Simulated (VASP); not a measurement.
WS2 (Tungstenite), 6 atoms in the cell. Symmetry: P6_3/mmc, No. 194, hexagonal system. Conventional cell: a = 3.096 Å, b = 3.096 Å, c = 12.202 Å, α = 90.00°, β = 90.00°, γ = 120.00°. Within 3.1 Å of W (site symmetry -6m2) lie 6 S at 2.38 Å and 6 W at 3.10 Å. Within 3.1 Å of S (site symmetry 3m) lie 3 W at 2.38 Å and 6 S at 3.10 Å.  This cell differs from its parent crystal: in-plane strain -0.01, then relaxed in part.

```yaml
Program: VASP 6.6.1
Task: single point
Functional: LDA
Potentials_or_basis: VASP PAW LDA potentials, release 64 (W_sv, S)
Cutoff: 520 eV
k_mesh: 6 × 6 × 2
Occupations: gaussian, width 0.01 eV
Spin: no spin polarisation
Dipole_correction: no
Further_INCAR_settings: ALGO = Normal; EDIFF = 1e-06; NBANDS = 35
```

Potentials or basis: VASP PAW LDA potentials, release 64 (W_sv, S).

Command:

```console
$ cat potpaw_LDA.64/W_sv/POTCAR potpaw_LDA.64/S/POTCAR > POTCAR
$ mpirun -np 1 vasp_std > vasp.out
```

Hardware: 1 thread of Intel(R) Xeon(R) Platinum 8375C CPU @ 2.90GHz (Ice Lake) (shared host).

**Question.** How long does it take, and how much memory?

**Answer.** Run time: 38 s on 1 thread of Intel(R) Xeon(R) Platinum 8375C CPU @ 2.90GHz (Ice Lake), on a shared host, peak memory 0.2 GiB. Counts: scf iterations 15, k points 14.
